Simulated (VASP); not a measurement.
## InGa3P4: relaxation of shape and atoms at fixed volume with PBE

InGa3P4:

```
In Ga P
1.0
     4.09467    0.00000    0.00000
     0.00000    4.09467    0.00000
     0.00000    0.00000   11.64498
In Ga P
1 3 4
Direct
  0.50000 0.50000 0.00000
  0.00000 0.00000 0.74061
  0.00000 0.00000 0.25939
  0.50000 0.50000 0.50000
  0.50000 0.00000 0.85975
  0.00000 0.50000 0.14025
  0.50000 0.00000 0.37978
  0.00000 0.50000 0.62022
```

- Program: VASP 6.6.1
- Task: relaxation of shape and atoms at fixed volume
- Functional: PBE
- Potentials or basis: VASP PAW PBE potentials, release 64 (In_d, Ga_d, P)
- Cutoff: 600 eV
- k mesh: 8 × 8 × 4
- Occupations: gaussian, width 0.02 eV
- Spin: no spin polarisation
- Dipole correction: no
- Further INCAR settings: ALGO = Normal; EDIFF = 1e-06; IBRION = 2; EDIFFG = -0.01; NSW = 50; ISIF = 4

| Quantity | Value |
| --- | --- |
| Energy gained by relaxing | 0.0 meV/atom |
| Ionic steps | 4 |
| Pressure after relaxing | -5.5 GPa |
| Largest force after relaxing | 0.005 eV/Å |
| Band gap on the k mesh | 0.45 eV |

Forces in eV/Å, atoms in the order of the input:
```
In   0.000  0.000  0.000
Ga   0.000  0.000  0.005
Ga   0.000  0.000 -0.005
Ga   0.000  0.000  0.000
P    0.000  0.000  0.000
P    0.000  0.000  0.000
P    0.000  0.000 -0.004
P    0.000  0.000  0.004
```

Step by step:
```csv
step,energy change (eV),largest force (eV/Å),pressure (GPa),volume (Å³)
1,0.0000,0.0305,-5.45,195.24
2,-0.0001,0.0153,-5.46,195.24
3,-0.0001,0.0143,-5.45,195.24
4,-0.0001,0.0053,-5.45,195.24
```

Final structure:
```
In Ga P
1.0
     4.09551    0.00000    0.00000
     0.00000    4.09551    0.00000
     0.00000    0.00000   11.64019
In Ga P
1 3 4
Direct
  0.50000 0.50000 0.00000
  0.00000 0.00000 0.74066
  0.00000 0.00000 0.25934
  0.50000 0.50000 0.50000
  0.50000 0.00000 0.86004
  0.00000 0.50000 0.13996
  0.50000 0.00000 0.37978
  0.00000 0.50000 0.62022
```

Levels at points of the mesh, in eV from the valence-band top:
| k point | band 32 | band 33 | band 34 | band 35 | band 36 | band 37 | band 38 | band 39 | band 40 | band 41 |
| --- | --- | --- | --- | --- | --- | --- | --- | --- | --- | --- |
| (0.00, 0.00, 0.00) | -1.20 | -1.20 | -0.09 | 0.00 | 0.00 | 0.45 | 1.76 | 1.78 | 2.27 | 2.44 |
| (0.50, 0.00, 0.00) | -1.14 | -1.09 | -0.96 | -0.94 | -0.52 | 1.07 | 1.25 | 2.53 | 2.97 | 4.43 |
| (0.50, 0.50, 0.00) | -2.76 | -2.29 | -2.21 | -2.21 | -2.11 | 1.84 | 1.87 | 1.87 | 2.02 | 4.08 |
| (0.00, 0.00, 0.50) | -1.75 | -0.64 | -0.64 | -0.36 | -0.36 | 1.69 | 1.71 | 1.90 | 2.12 | 2.57 |
| (0.50, 0.00, 0.50) | -1.83 | -1.14 | -1.14 | -1.10 | -0.52 | 1.92 | 1.97 | 2.03 | 2.43 | 4.24 |
| (0.50, 0.50, 0.50) | -2.56 | -2.51 | -2.47 | -2.46 | -2.46 | 2.67 | 2.73 | 2.73 | 2.73 | 2.85 |

Run time: 28 min on 1 thread of Oxide Virtual Turin-like Processor, on a shared host, peak memory 0.61 GiB.

Caveat: semilocal functionals underestimate gaps, and a narrow one can read as zero; spin-orbit coupling is left out, which moves the levels of the heavy elements.
